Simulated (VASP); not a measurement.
GaN:

```
Ga N
1.0
     3.24237    0.00000    0.00000
    -1.62118    2.80797    0.00000
     0.00000    0.00000    5.26732
Ga N
2 2
Cartesian
  1.6212 0.9360 2.6337
  0.0000 1.8720 0.0000
  1.6212 0.9360 4.6089
  0.0000 1.8720 1.9752
```

Base run:

* Program: VASP 6.6.1
* Functional: revPBE
* Dispersion: D3(BJ)
* Potentials or basis: VASP PAW PBE potentials, release 64 (Ga_d, N)
* Cutoff: 520 eV
* k mesh: 10 × 10 × 5
* Occupations: fermi-dirac, width 0.05 eV
* Spin: no spin polarisation

Its results: band gap on the k mesh 1.62 eV, direct; pressure -7.0 GPa; largest force 0.116 eV/Å.

The run is repeated on the same cell with these changes: dispersion from D3(BJ) to D4. What comes out?

Band gap on the k mesh 1.62 eV, direct; pressure -10.6 GPa; largest force 0.110 eV/Å.

Caveats: the PAW data sets were made with another functional, which shifts forces and pressure a little.

